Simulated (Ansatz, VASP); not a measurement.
Co: VASP beside Ansatz

The input POSCAR:

```
Co
1.0
    2.4715232260      0.0000000000      0.0000000000
   -1.2357616130      2.1404018997      0.0000000000
    0.0000000000      0.0000000000      4.0271144694
Co
2
Direct
    0.3333333333      0.6666666667      0.2500000000
    0.6666666667      0.3333333333      0.7500000000
```

The input INCAR.step1:

```
PREC = Accurate
ENCUT = 520
ISMEAR = -1
SIGMA = 0.05
LREAL = F
LASPH = T
NELM = 150
ISPIN = 2
MAGMOM = 1.891 1.891
LMAXMIX = 4
NBANDS = 20
GGA = PE
ALGO = Normal
EDIFF = 1E-4
LWAVE = T
LCHARG = F
```

The input INCAR.step2:

```
PREC = Accurate
ENCUT = 520
EDIFF = 1E-6
ISMEAR = -1
SIGMA = 0.05
LREAL = F
LASPH = T
NELM = 150
ALGO = Normal
ISIF = 2
LWAVE = F
LCHARG = F
ISPIN = 2
MAGMOM = 1.891 1.891
LORBIT = 11
LMAXMIX = 4
METAGGA = R2SCAN
LMIXTAU = T
NBANDS = 20
ISTART = 1
```

Contents of KPOINTS:

```
Automatic mesh
0
Gamma
  2 2 1
```

Input for Ansatz:

```yaml
crystal:
  lattice:
    - [2.471523226, 0.0, 0.0]
    - [-1.235761613, 2.1404018997, 0.0]
    - [0.0, 0.0, 4.0271144694]
  atoms:
    - { symbol: Co, position: [0.3333333333, 0.6666666667, 0.25], spin: 1.891 }
    - { symbol: Co, position: [0.6666666667, 0.3333333333, 0.75], spin: 1.891 }
hamiltonian:
  xc: r2scan
  pseudopotentials:
    kind: paw
    azcp:
      Co: "pseudopotentials/Co.paw.azcp"
basis:
  ecutwfc: 500
  fft_grid_basis: typed
kpoints:
  mp_grid: { grid: [2, 2, 1], shift: [0, 0, 0] }
magnetization:
  spin_polarized: true
scf:
  occupations: { method: fermi_dirac, width: 0.05 }
  lower_state_search: "off"
output:
  stress: true
```

Alike in both runs: task single point; functional r2SCAN; k mesh 2 × 2 × 1; occupations fermi-dirac, width 0.05 eV; collinear spin.

|  | VASP | Ansatz |
| --- | --- | --- |
| version | VASP 6.6.1 | Ansatz 0.2.0 |
| potentials or method | VASP PAW PBE potentials, release 64 (Co), cutoff 520 eV | plane waves (500 eV) with PAW, scalar-relativistic |
| valence electrons in the cell | 18 | 34 |

```tsv
	VASP	Ansatz	Ansatz less VASP
pressure (GPa)	-6.3	-5.9	+0.38
traceless stress, the component that is largest in VASP (GPa)	15.53	15.21	-0.325
net moment per atom (μB)	1.50	1.50	+0.002
size of the moment on the site where the two differ most (μB)	1.57	1.65	+0.082
```

VASP's potentials were made for PBE, not for r2SCAN. Site moments also hang on the region over which each program counts them. VASP's potentials hold 18 valence electrons a cell and Ansatz's 34, so a difference there can come from the potentials and not from the codes. Ansatz's warnings: stability check not made.

The k mesh is coarse, so the values compare programs but aren't converged.
